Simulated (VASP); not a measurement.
Input of a VASP 6.6.1 run:

The input INCAR:

```
SYSTEM = AlN
PREC = Accurate ; ENCUT = 520
EDIFF = 1E-6 ; ISMEAR = 0
SIGMA = 0.05 ; LREAL = .FALSE.
LASPH = .TRUE. ; NELM = 80
ALGO = Normal ; ISIF = 2
LWAVE = .FALSE. ; LCHARG = .FALSE.
GGA = PS ; NBANDS = 11
```

The input KPOINTS:

```
Automatic mesh
0
G
  10 10 10
  0 0 0
```

The input POSCAR:

```
AlN
1.0
    0.0000000000      2.0354507106      2.2652596618
    2.2652596618      0.0000000000      2.2652596618
    2.2652596618      2.0354507106      0.0000000000
Al N
1 1
Direct
   -0.0112666392      0.0112666392      0.0112666392
    0.7717028100      0.7282971900      0.7282971900
```

Potentials or basis: VASP PAW PBE potentials, release 64 (Al, N).

The run is started by

```bash
$ cat potpaw_PBE.64/Al/POTCAR potpaw_PBE.64/N/POTCAR > POTCAR
$ mpirun -np 1 vasp_std > vasp.out
```

Task: Estimate the largest force.

Result: 2.178 eV/Å.

Task: What does it give for the band gap on the k mesh?

Result: 2.49 eV, indirect (least direct gap 3.56 eV).

Task: Estimate the pressure.

Result: 2.8 GPa.

Stress tensor (GPa, compression positive):
```
 -2.82   0.00   0.00
  0.00   9.87 -10.50
  0.00 -10.50   1.39
```

Caveat: the cell differs from its parent crystal (mode 4 frozen in at -0.095 Å, strain +e along z and -e/2 along x and y -0.0700); the PAW data sets were made with another functional, which shifts forces and pressure a little. A k mesh can miss the band edges.
